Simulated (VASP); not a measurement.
Set up this calculation in VASP 6.6.1, as the native input.

| Item | Value |
| --- | --- |
| Task | relaxation of cell and atoms |
| Functional | PBE |
| Potentials or basis | VASP PAW PBE potentials, release 64 (Ti_sv, C) |
| Cutoff | 600 eV |
| k mesh | 6 × 6 × 4 |
| Occupations | gaussian, width 0.1 eV |
| Spin | no spin polarisation |
| Dipole correction | no |
| Further INCAR settings | ALGO = Normal; EDIFF = 1e-06; IBRION = 2; EDIFFG = -0.04; NSW = 90; ISIF = 3 |

The structure of TiC3 lies in POSCAR:

```
TiC3
1.0
    3.0182151874      0.0000000000      0.0000000000
   -1.5091075937      2.6138510264      0.0000000000
    0.0000000000      0.0000000000      4.2854269900
Ti C
1 3
Direct
    0.6666666667      0.3333333333      0.0000000000
    0.6666666667      0.3333333333      0.5000000000
    0.3333333333      0.6666666667      0.3234532236
    0.3333333333      0.6666666667      0.6765467764
```

One way to write it, as run:

INCAR

```
SYSTEM = TiC3
PREC     = Accurate       ! precision mode
ENCUT    = 600            ! plane-wave cutoff, eV
EDIFF    = 1E-6           ! SCF threshold, eV
ISMEAR   = 0              ! smearing method
SIGMA    = 0.1            ! smearing width, eV
LREAL    = .FALSE.        ! projectors in reciprocal space
LASPH    = .TRUE.         ! aspherical terms in the spheres
NELM     = 80             ! most SCF steps
ALGO     = Normal         ! electronic algorithm
ISIF     = 3              ! what is computed and relaxed
LWAVE    = .FALSE.        ! write WAVECAR
LCHARG   = .FALSE.        ! write CHGCAR
GGA      = PE             ! functional
IBRION   = 2              ! ionic algorithm
NSW      = 90             ! ionic steps
EDIFFG   = -0.04          ! ionic threshold
```

KPOINTS

```
Automatic mesh
0
G
  6 6 4
  0 0 0
```

Potentials or basis: VASP PAW PBE potentials, release 64 (Ti_sv, C).

Launch:

```bash
$ cat potpaw_PBE.64/Ti_sv/POTCAR potpaw_PBE.64/C/POTCAR > POTCAR
$ mpirun -np 1 vasp_std > vasp.out
```

It gave:

| Property | Result |
| --- | --- |
| Relaxed volume | 8.45 Å³/atom |
| Relaxed cell | a = 3.023 Å, b = 3.023 Å, c = 4.270 Å, α = 90.00°, β = 90.00°, γ = 120.00° |
| Space group after relaxing (to 0.05 Å) | P-6m2 (No. 187) |
| Energy gained by relaxing | 2.0 meV/atom |
| Ionic steps | 5 |
| Pressure after relaxing | 0.1 GPa |
| Largest force after relaxing | 0.007 eV/Å |
| Band gap on the k mesh | zero (band 12 reaches 11.37 eV, above the bottom of band 13 at 8.65 eV) |

Caveat: the k points lie up to 0.40 Å⁻¹ apart in the final cell.

Run time: 76 s on 1 thread of AMD EPYC 7R43 64-Core Processor (Zen 3), with other jobs on the host, peak memory 0.12 GiB.
